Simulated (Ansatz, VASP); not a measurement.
One calculation of Sb, two programs

INCAR

```
  PREC = Accurate
  ENCUT = 520
  EDIFF = 1E-6
  ISMEAR = -1
  SIGMA = 0.05
  LREAL = False
  LASPH = True
  NELM = 60
  ALGO = Normal
  ISIF = 2
  LWAVE = False
  LCHARG = True
  GGA = PE
  LELF = True
  LVHAR = True
  NBANDS = 8
```

File KPOINTS:

```
regular mesh
0
Gamma
  19 19 19
```

The input POSCAR:

```
Sb
1.0
   -1.5149671779      1.5149671779      2.4964243197
    1.5149671779     -1.5149671779      2.4964243197
    1.5149671779      1.5149671779     -2.4964243197
Sb
1
Direct
    0.0000000000      0.0000000000      0.0000000000
```

Input for Ansatz:

```yaml
crystal:
  lattice:
    - [-1.5149671779, 1.5149671779, 2.4964243197]
    - [1.5149671779, -1.5149671779, 2.4964243197]
    - [1.5149671779, 1.5149671779, -2.4964243197]
  atoms:
    - { symbol: Sb, position: [0.0, 0.0, 0.0] }
kpoints:
  mp_grid: { grid: [19, 19, 19] }
  band_path:
    path:
      - [0.0, 0.0, 0.0]
      - [0.0, 0.0, 0.5]
      - [0.25, 0.25, 0.25]
      - [0.0, 0.5, 0.0]
      - [0.0, 0.0, 0.0]
      - [0.5, 0.5, -0.5]
      - [0.3420681988, 0.6579318012, -0.3420681988]
      - [-0.3420681988, 0.3420681988, 0.3420681988]
      - [0.0, 0.0, 0.0]
    npoints: 5
scf:
  occupations: { method: fermi_dirac, width: 0.05 }
hamiltonian:
  xc: pbe
  pseudopotentials: { kind: all_electron, lapw: { basis_error: 0.00025 } }
output:
  forces: true
  stress: true
  eigenvalues: true
```

Change from the starting cell: volume scaled by 1.02.

Alike in both runs: task single point; functional PBE; k mesh 19 × 19 × 19; occupations fermi-dirac, width 0.05 eV; no spin polarisation.

```csv
,VASP,Ansatz
version,VASP 6.6.1,Ansatz 0.2.0
potentials or method,"VASP PAW PBE potentials, release 64 (Sb), cutoff 520 eV","all-electron LAPW, scalar-relativistic"
```

```tsv
	VASP	Ansatz	Ansatz less VASP
pressure (GPa)	16.6	16.6	+0.06
traceless stress, the component that is largest in VASP (GPa)	-1.28	-1.21	+0.075
```

Ansatz ran all-electron here, and VASP with PAW potentials.

Neither program's run includes spin-orbit coupling.
